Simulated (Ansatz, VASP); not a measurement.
**Al in VASP and in Ansatz**

```
Al
1.0
     2.82708    0.00000    0.00000
    -1.41354    2.44832    0.00000
     0.00000    0.00000    9.18599
Al
4
Direct
  0.00000 0.00000 0.00000
  0.33333 0.66667 0.25000
  0.00000 0.00000 0.50000
  0.66667 0.33333 0.75000
```

Alike in both runs: task relaxation of cell and atoms; functional PBEsol; k mesh 18 × 18 × 6; occupations gaussian, width 0.1 eV; no spin polarisation.

|  | VASP | Ansatz |
| --- | --- | --- |
| version | VASP 6.6.1 | Ansatz 0.2.0 |
| potentials or method | VASP PAW PBE potentials, release 64 (Al), cutoff 600 eV | scalar-relativistic, plane waves, PAW |
| valence electrons in the cell | 12 | 12 |

```tsv
	VASP	Ansatz	Ansatz less VASP
gap on the k mesh at the Fermi level, each at its own relaxed structure (eV)	none	none	-
relaxed volume (Å³/atom)	16.25	16.24	-0.018
relaxed cell length with the largest relative difference (Å)	2.838	2.836	-0.0013
```

VASP's potentials were made for PBE, not for PBEsol. A gap of «none» marks a metal or a gap that the smearing closes.
